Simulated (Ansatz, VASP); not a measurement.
# One calculation of Ni, two programs

Contents of POSCAR:

```
Ni
1.0
    2.2304398288      0.0000000000      0.0000000000
    0.0000000000      2.2304398288      0.0000000000
    0.0000000000      0.0000000000      2.2304398288
Ni
1
Direct
    0.0000000000      0.0000000000      0.0000000000
```

File INCAR.step1:

```
SYSTEM = Ni
PREC = Accurate
ENCUT = 600
ISMEAR = 0
SIGMA = 0.1
LREAL = .FALSE.
LASPH = .TRUE.
NELM = 150
ISPIN = 2
MAGMOM = 0.83
LMAXMIX = 4
GGA = PE
ALGO = Normal
EDIFF = 1E-4
LWAVE = .TRUE.
LCHARG = .FALSE.
```

File INCAR.step2:

```
SYSTEM = Ni
PREC = Accurate
ENCUT = 600
EDIFF = 1E-6
ISMEAR = 0
SIGMA = 0.1
LREAL = .FALSE.
LASPH = .TRUE.
NELM = 150
ALGO = Normal
ISIF = 3
LWAVE = .FALSE.
LCHARG = .FALSE.
ISPIN = 2
MAGMOM = 0.83
LORBIT = 11
LMAXMIX = 4
METAGGA = R2SCAN
LMIXTAU = .TRUE.
IBRION = 2
NSW = 90
EDIFFG = -0.04
ISTART = 1
```

File KPOINTS:

```
regular mesh
0
G
  8 8 8
  0 0 0
```

Input for Ansatz:

```yaml
crystal:
  lattice:
    - [2.2304398288, 0.0, 0.0]
    - [0.0, 2.2304398288, 0.0]
    - [0.0, 0.0, 2.2304398288]
  atoms:
    - { symbol: Ni, position: [0.0, 0.0, 0.0], spin: 0.83 }
basis:
  ecutwfc: 500
kpoints:
  mp_grid: { grid: [8, 8, 8] }
hamiltonian:
  xc: r2scan
scf:
  occupations: { method: gaussian, width: 0.1 }
  lower_state_search: "off"
output:
  forces: true
  stress: true
  eigenvalues: true
  populations: true
magnetization:
  spin_polarized: true
relax:
  adjacent_minimum: "off"
  f_tol: 0.04
  max_steps: 70
  cell: { stress_tol: 0.4 }
```

Alike in both runs: task relaxation of cell and atoms; functional r2SCAN; k mesh 8 × 8 × 8; occupations gaussian, width 0.1 eV; collinear spin.

|  | VASP | Ansatz |
| --- | --- | --- |
| version | VASP 6.6.1 | Ansatz 0.2.0 |
| potentials or method | VASP PAW PBE potentials, release 64 (Ni), cutoff 600 eV | scalar-relativistic, plane waves, PAW |
| valence electrons in the cell | 10 | 18 |

|  | VASP | Ansatz | Ansatz less VASP |
| --- | --- | --- | --- |
| gap on the k mesh at the Fermi level, each at its own relaxed structure (eV) | none | none | - |
| net moment per atom (μB) | 0.00 | 0.81 | +0.812 |
| size of the moment on the site where the two differ most (μB) | 0.00 | 0.85 | +0.848 |
| relaxed volume (Å³/atom) | 12.05 | 12.26 | +0.206 |
| relaxed cell length with the largest relative difference (Å) | 2.293 | 2.306 | +0.0130 |

The net moments are unlike, so the other rows may belong to different states. VASP's potentials were made for PBE, not for r2SCAN. Site moments also hang on the region over which each program counts them. A gap of «none» marks a metal or a gap that the smearing closes. VASP's potentials hold 10 valence electrons a cell and Ansatz's 18, so a difference there can come from the potentials and not from the codes.
